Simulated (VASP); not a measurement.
Set up this calculation in VASP 6.6.1, as the native input.

* Task: single point
* Functional: r2SCAN
* Potentials or basis: VASP PAW PBE potentials, release 64 (Zn, S)
* Cutoff: 520 eV
* k mesh: 6 × 6 × 2
* Occupations: gaussian, width 0.05 eV
* Spin: no spin polarisation
* Dipole correction: no
* Further INCAR settings: ALGO = Normal; EDIFF = 1e-07; NBANDS = 46

ZnS:

```
Zn S
1.0
     3.69447    0.00000    0.00000
    -1.84724    3.19951    0.00000
     0.00000    0.00000   12.46647
Zn S
4 4
Direct
  0.00000 0.00000 0.00011
  0.00000 0.00000 0.50011
  0.33333 0.66667 0.25007
  0.66667 0.33333 0.75007
  0.00000 0.00000 0.18724
  0.00000 0.00000 0.68724
  0.33333 0.66667 0.43758
  0.66667 0.33333 0.93758
```

This cell differs from its parent crystal: strain -0.030 along x and y, +0.000 along z.

The input as run:

POSCAR

```
ZnS
1.0
    3.6944748077      0.0000000000      0.0000000000
   -1.8472374039      3.1995090372      0.0000000000
    0.0000000000      0.0000000000     12.4664651431
Zn S
4 4
Direct
    0.0000000000      0.0000000000      0.0001143924
    0.0000000000      0.0000000000      0.5001143924
    0.3333333333      0.6666666667      0.2500706174
    0.6666666667      0.3333333333      0.7500706174
    0.0000000000      0.0000000000      0.1872361436
    0.0000000000      0.0000000000      0.6872361436
    0.3333333333      0.6666666667      0.4375788466
    0.6666666667      0.3333333333      0.9375788466
```

INCAR.step1

```
PREC = Accurate
ENCUT = 520
ISMEAR = 0
SIGMA = 0.05
LREAL = False
LASPH = True
NELM = 80
NBANDS = 46
GGA = PE
ALGO = Normal
EDIFF = 1E-4
LWAVE = True
LCHARG = False
```

INCAR.step2

```
PREC = Accurate
ENCUT = 520
EDIFF = 1E-7
ISMEAR = 0
SIGMA = 0.05
LREAL = False
LASPH = True
NELM = 80
ALGO = Normal
ISIF = 2
LWAVE = False
LCHARG = False
METAGGA = R2SCAN
LMIXTAU = True
NBANDS = 46
ISTART = 1
```

KPOINTS

```
Automatic mesh
0
Gamma
  6 6 2
```

Potentials or basis: VASP PAW PBE potentials, release 64 (Zn, S).

The run is started by

```console
$ cat potpaw_PBE.64/Zn/POTCAR potpaw_PBE.64/S/POTCAR > POTCAR
$ cp INCAR.step1 INCAR
$ mpirun -np 1 vasp_std > vasp.out
$ cp INCAR.step2 INCAR
$ mpirun -np 1 vasp_std > vasp.out
```

It gave:

```yaml
Pressure: 5.6 GPa
Largest_force: 0.277 eV/Å
Band_gap_on_the_k_mesh: 2.96 eV
```

Caveat: the cell differs from its parent crystal (strain -0.030 along x and y, +0.000 along z); the cell stands under pressure; the PAW data sets were made with another functional, which shifts forces and pressure a little.

It took 8 min on 1 thread of Intel(R) Xeon(R) 6975P-C (Granite Rapids) (shared host), peak memory 0.32 GiB.
